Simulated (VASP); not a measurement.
# Si: relaxation of cell and atoms with LDA

Crystal: Si.

```
CELL_PARAMETERS angstrom
0.00000 2.74927 2.74927
2.74927 0.00000 2.74927
2.74927 2.74927 0.00000
ATOMIC_POSITIONS crystal
Si 0.75000 0.75000 0.75000
Si 0.50000 0.50000 0.50000
```

```
Program                : VASP 6.6.1
Task                   : relaxation of cell and atoms
Functional             : LDA
Potentials or basis    : VASP PAW LDA potentials, release 64 (Si)
Cutoff                 : 600 eV
k mesh                 : 11 × 11 × 11
Occupations            : methfessel-paxton, width 0.01 eV
Spin                   : no spin polarisation
Dipole correction      : no
Further INCAR settings : ALGO = Normal; EDIFF = 1e-06; IBRION = 2; EDIFFG = -0.005; NSW = 100; ISIF = 3
```

| Quantity | Value |
| --- | --- |
| Relaxed volume | 19.72 Å³/atom |
| Relaxed cell | a = 3.821 Å, b = 3.821 Å, c = 3.821 Å, α = 60.00°, β = 60.00°, γ = 60.00° |
| Space group after relaxing (to 0.05 Å) | Fd-3m (No. 227) |
| Energy gained by relaxing | 15.8 meV/atom |
| Ionic steps | 3 |
| Pressure after relaxing | 0.0 GPa |
| Band gap on the k mesh | 0.46 eV, indirect (least direct gap 2.53 eV) |

The path:
```tsv
step	energy change (eV)	largest force (eV/Å)	pressure (GPa)	volume (Å³)
1	0.0000	0.0000	-4.54	41.56
2	-0.0176	0.0000	3.52	38.12
3	-0.0316	0.0000	-0.01	39.44
```

Final structure:
```yaml
crystal:
  lattice:
    - [0.00000, 2.70161, 2.70161]
    - [2.70161, 0.00000, 2.70161]
    - [2.70161, 2.70161, 0.00000]
  atoms:
    - { symbol: Si, position: [0.75000, 0.75000, 0.75000] }
    - { symbol: Si, position: [0.50000, 0.50000, 0.50000] }
```

Levels at points of the mesh, in eV from the valence-band top:
| k point | band 1 | band 2 | band 3 | band 4 | band 5 | band 6 | band 7 | band 8 |
| --- | --- | --- | --- | --- | --- | --- | --- | --- |
| (0.00, 0.00, 0.00) | -12.06 | 0.00 | 0.00 | 0.00 | 2.53 | 2.53 | 2.53 | 3.38 |

Run time: 21 s on 1 thread of Intel(R) Xeon(R) Platinum 8259CL CPU @ 2.50GHz (Skylake/Cascade Lake) (shared host), peak memory 0.15 GiB.

A k mesh can miss the band edges. LDA usually gives volumes a few per cent too small.
